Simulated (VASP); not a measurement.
Input of a VASP 6.6.1 run:

File INCAR:

```
SYSTEM = ZrIn
PREC = Accurate ; ENCUT = 600
EDIFF = 1E-7 ; ISMEAR = -1
SIGMA = 0.05 ; LREAL = .False.
LASPH = .True. ; NELM = 100
ALGO = Normal ; ISIF = 4
LWAVE = .False. ; LCHARG = .False.
GGA = CA ; IBRION = 2
NSW = 50 ; EDIFFG = -0.01
```

File KPOINTS:

```
Automatic mesh
0
Gamma
  12 12 8
  0 0 0
```

The input POSCAR:

```
ZrIn
1.0
    2.5732006603      0.0000000000      0.0000000000
    0.0000000000      2.5732006603      0.0000000000
    0.0000000000      0.0000000000      3.6493394613
Zr In
1 1
Direct
    0.0000000000      0.0000000000      0.0000000000
    0.5000000000      0.5000000000      0.5000000000
```

Potentials or basis: VASP PAW LDA potentials, release 64 (Zr_sv, In_d).

Run with:

```bash
$ cat potpaw_LDA.64/Zr_sv/POTCAR potpaw_LDA.64/In_d/POTCAR > POTCAR
$ mpirun -np 1 vasp_std > vasp.out
```

(1) Predict the band gap on the k mesh.

Answers

(1) zero (an odd number of electrons rules out a gap without spin polarisation).

Caveat: spin-orbit coupling is left out, which moves the levels of the heavy elements.
